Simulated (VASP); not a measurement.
# MoS2 (Fm-3m) in VASP: notebook, part 2 of 2

VASP 6.6.1. The steps go on from the part before.

## 5. Single point, PBE

This run uses another cell than the first one, of 17.93 Å³/atom, 1.064 times its volume.

INCAR reads:

```
SYSTEM = MoS2
PREC = Accurate
ENCUT = 520
EDIFF = 1E-6
ISMEAR = -1
SIGMA = 0.05
LREAL = .FALSE.
LASPH = .TRUE.
NELM = 60
ALGO = Normal
ISIF = 2
LWAVE = .FALSE.
LCHARG = .FALSE.
GGA = PE
NBANDS = 20
```

KPOINTS reads:

```
regular mesh
0
G
  8 8 8
  0 0 0
```

POSCAR reads:

```
MoS2
1.0
    0.0000000000      2.9959514200      2.9959514200
    2.9959514200      0.0000000000      2.9959514200
    2.9959514200      2.9959514200      0.0000000000
Mo S
1 2
Direct
    0.0000000000      0.0000000000      0.0000000000
    0.2500000000      0.2500000000      0.2500000000
    0.7500000000      0.7500000000      0.7500000000
```

Potentials or basis: VASP PAW PBE potentials, release 64 (Mo_sv, S).

Started as:

```
$ cat potpaw_PBE.64/Mo_sv/POTCAR potpaw_PBE.64/S/POTCAR > POTCAR
$ mpirun -np 1 vasp_std > vasp.out
```

OUTCAR:

```text
SYSTEM = MoS2
   PREC = Accurate
   ENCUT = 520
   EDIFF = 1E-6
   ISMEAR = -1
   LREAL = .FALSE.
   LASPH = .TRUE.
   NELM = 60
   ISIF = 2
   GGA = PE

 ion  position               nearest neighbor table
   1  0.000  0.000  0.000-   3 2.59   3 2.59   3 2.59   2 2.59   2 2.59   2 2.59   3 2.59   2 2.59

   2  0.250  0.250  0.250-   1 2.59   1 2.59   1 2.59   1 2.59
   3  0.750  0.750  0.750-   1 2.59   1 2.59   1 2.59   1 2.59

  LATTYP: Found a face centered cubic cell.
 ALAT       =     5.9919028400

  Lattice vectors:

 A1 = (   0.0000000000,   2.9959514200,   2.9959514200)
 A2 = (   2.9959514200,   0.0000000000,   2.9959514200)
 A3 = (   2.9959514200,   2.9959514200,   0.0000000000)

Analysis of symmetry for initial positions (statically):
=====================================================================
 Subroutine PRICEL returns:
 Original cell was already a primitive cell.

 Routine SETGRP: Setting up the symmetry group for a
 face centered cubic supercell.

 Subroutine GETGRP returns: Found 48 space group operations
 (whereof 48 operations were pure point group operations)
 out of a pool of 48 trial point group operations.

The static configuration has the point symmetry O_h .

Analysis of symmetry for dynamics (positions and initial velocities):
=====================================================================
 Subroutine PRICEL returns:
 Original cell was already a primitive cell.

 Routine SETGRP: Setting up the symmetry group for a
 face centered cubic supercell.

 Subroutine GETGRP returns: Found 48 space group operations
 (whereof 48 operations were pure point group operations)
 out of a pool of 48 trial point group operations.

The dynamic configuration has the point symmetry O_h .

 Subroutine INISYM returns: Found 48 space group operations
[... 101 lines left out ...]
   EDIFFG = 0.1E-04   stopping-criterion for IOM
   NSW    =      0    number of steps for IOM
   IBRION =     -1    ionic relax: 0-MD 1-quasi-New 2-CG
   NFREE  =      0    steps in history (QN), initial steepest desc. (CG)
   ISIF   =      2    stress and relaxation
   ISYM   =      2    0-nonsym 1-usesym 2-fastsym
   POTIM  = 0.5000    time-step for ionic-motion
   TEBEG  =    0.0;   TEEND  =   0.0 temperature during run
   PSTRESS=    0.0 pullay stress
   NELECT =      26.0000    total number of electrons
   NUPDOWN=      -1.0000    fix difference up-down
   EMIN   =  10.00;   EMAX   =-10.00  energy-range for DOS
   EFERMI =   0.00;   METHOD = LEGACY
   ISMEAR =    -1;   SIGMA  =   0.05  broadening in eV -4-tet -1-fermi 0-gaus
   EFERMI_NEDOS =   21; number of points for ismear=-14 and -15
   IALGO  =     38    algorithm
   IMIX   =      4    mixing-type and parameters
     AMIX     =   0.40;   BMIX     =  1.00
     AMIX_MAG =   1.60;   BMIX_MAG =  1.00
  volume/ion in A,a.u.               =      17.93       120.98
  Fermi-wavevector in a.u.,A,eV,Ry     =   1.284856  2.428026 22.461251  1.650855
  Thomas-Fermi vector in A             =   2.417025
   LORBIT       =      0    0 simple, 1 ext, 2 COOP (PROOUT), +10 PAW based schemes
   GGA     = PE    functional components
[... 5 lines left out ...]
 non-spin polarized calculation
  energy-cutoff  :      520.00
  volume of cell :       53.78
 maximum number of plane-waves:      1459
   NGX = 15   NGY = 15   NGZ = 15

 number of electron      26.0000002 magnetization

 Free energy of the ion-electron system (eV)
  ---------------------------------------------------
  ext. energy  EPLUGINS =         0.00000000
  ---------------------------------------------------
  free energy    TOTEN  =       -19.51755554 eV

  energy without entropy =      -19.47347857  energy(sigma->0) =      -19.49551705

 E-fermi :   7.5407     XC(G=0): -10.9302

 val. band max:        7.5301742165   @ k =   0.5000   0.3750   0.0000
 cond. band min:       7.5513676367   @ k =   0.5000   0.3750   0.1250
 fundamental gap:      0.0211934202
 Fermi energy:         7.5407212343

 k-point     1 :       0.0000    0.0000    0.0000
  band No.  band energies     occupation
      1     -53.6383      2.00000
      2     -27.6991      2.00000
      3     -27.6991      2.00000
      4     -27.6991      2.00000
      5      -7.3723      2.00000
      6      -3.3011      2.00000
[... 541 lines left out ...]
     19      14.7950      0.00000
     20      17.5222      0.00000

 [... further k-points ...]
[... 5 lines left out ...]
  --------------------------------------------------------------------------------------
  -------------------------------------------------------------------------------------
  Total       -2.3655044     -2.3655044     -2.3655044      0.0000000      0.0000000     -0.0000000
  in kB      -70.4693140    -70.4693140    -70.4693140      0.0000000      0.0000000     -0.0000000
  external PRESSURE =     -70.4693140 kB  Pullay stress =       0.0000000 kB

 VOLUME and BASIS-vectors are now :
 -----------------------------------------------------------------------------
  energy-cutoff  :      520.00
  volume of cell :       53.78
      direct lattice vectors                 reciprocal lattice vectors
     0.000000000  2.995951420  2.995951420    -0.166891892  0.166891892  0.166891892
     2.995951420  0.000000000  2.995951420     0.166891892 -0.166891892  0.166891892
     2.995951420  2.995951420  0.000000000     0.166891892  0.166891892 -0.166891892

 POSITION                                       TOTAL-FORCE (eV/Angst)
 -----------------------------------------------------------------------------------
      0.00000      0.00000      0.00000        -0.000000      0.000000      0.000000
      1.49798      1.49798      1.49798        -0.000000     -0.000000     -0.000000
      4.49393      4.49393      4.49393         0.000000      0.000000      0.000000
 -----------------------------------------------------------------------------------
    total drift:                                0.000000     -0.000000      0.000000

  FREE ENERGIE OF THE ION-ELECTRON SYSTEM (eV)
  ---------------------------------------------------
  free  energy   TOTEN  =       -19.5175555403 eV

  energy  without entropy=      -19.4734785669  energy(sigma->0) =      -19.49551705
```

stdout:

```text
POSCAR found type information on POSCAR MoS
 POSCAR found :  2 types and       3 ions
 scaLAPACK will be used
 LDA part: xc-table for (Slater+PW92), standard interpolation
 POSCAR, INCAR and KPOINTS ok, starting setup
 FFT: planning ... GRIDC
 FFT: planning ... GRID_SOFT
 FFT: planning ... GRID
 WAVECAR not read
 entering main loop
```

It took 17 s on 1 thread of Intel Xeon Platinum 8375C at 2.90GHz (Ice Lake), shared host; peak memory 0.18 GiB.

Results:

| Item | Value |
| --- | --- |
| Free energy | -19.5176 eV |
| Pressure | -7.0 GPa |
| Band gap on the k mesh | zero (band 13 reaches 7.93 eV, above the bottom of band 14 at 6.99 eV) |

## 6. Single point, PBE (volume scaled by 1.02)

INCAR reads:

```
ALGO = Normal
EDIFF = 1E-6
ENCUT = 520
GGA = PE
ISIF = 2
ISMEAR = -1
LASPH = T
LCHARG = T
LELF = T
LREAL = F
LVHAR = T
LWAVE = F
NBANDS = 20
NELM = 60
PREC = Accurate
SIGMA = 0.05
```

KPOINTS reads:

```
k-points
0
Gamma
  8 8 8
```

POSCAR reads:

```
MoS2
1.0
    0.0000000000      3.0157927361      3.0157927361
    3.0157927361      0.0000000000      3.0157927361
    3.0157927361      3.0157927361      0.0000000000
Mo S
1 2
Direct
    0.0000000000      0.0000000000      0.0000000000
    0.2500000000      0.2500000000      0.2500000000
    0.7500000000      0.7500000000      0.7500000000
```

Potentials or basis: VASP PAW PBE potentials, release 64 (Mo_sv, S).

Started as:

```
$ cat potpaw_PBE.64/Mo_sv/POTCAR potpaw_PBE.64/S/POTCAR > POTCAR
$ mpirun -np 1 vasp_std > vasp.out
```

It took 18 s on 1 thread of Intel Xeon Platinum 8375C at 2.90GHz (Ice Lake), shared host; peak memory 0.18 GiB.

It converged, with:

| Property | Result |
| --- | --- |
| Free energy | -19.4641 eV |
| Pressure | -9.0 GPa |
| Band gap on the k mesh | zero (band 13 reaches 7.67 eV, above the bottom of band 14 at 6.73 eV) |

Levels at points of the mesh, in eV from the Fermi level:
```
           k point  band 11  band 12  band 13  band 14  band 15  band 16
(0.00, 0.00, 0.00)    -0.79    -0.55    -0.55    -0.55     3.71     3.71
(0.50, 0.00, 0.00)    -2.75    -2.75    -0.39    -0.39     1.26     3.49
(0.50, 0.50, 0.00)    -2.31    -0.55     0.06     0.76     1.34     3.08
```

Caveat: the cell differs from its parent crystal (volume scaled by 1.02).

## 7. The runs side by side

| cell | gap on the mesh (eV) | pressure (GPa) |
| --- | --- | --- |
| a = 4.150 Å, angles 60.0°, 3 atoms | none | 0.2 |
| a = 4.180 Å, angles 60.0°, 3 atoms | none | -2.5 |
| a = 4.208 Å, angles 60.0°, 3 atoms | none | -4.9 |
| a = 4.237 Å, angles 60.0°, 3 atoms | none | -7.0 |
| a = 4.265 Å, angles 60.0°, 3 atoms | none | -9.0 |

Alike in all rows: task single point; level PBE; potentials or basis VASP PAW PBE potentials, release 64 (Mo_sv, S); no spin polarisation; k mesh 8 × 8 × 8; cutoff (eV) 520; smearing fermi-dirac 0.05 eV.

Absolute energies hang on the potentials; compare differences alone.
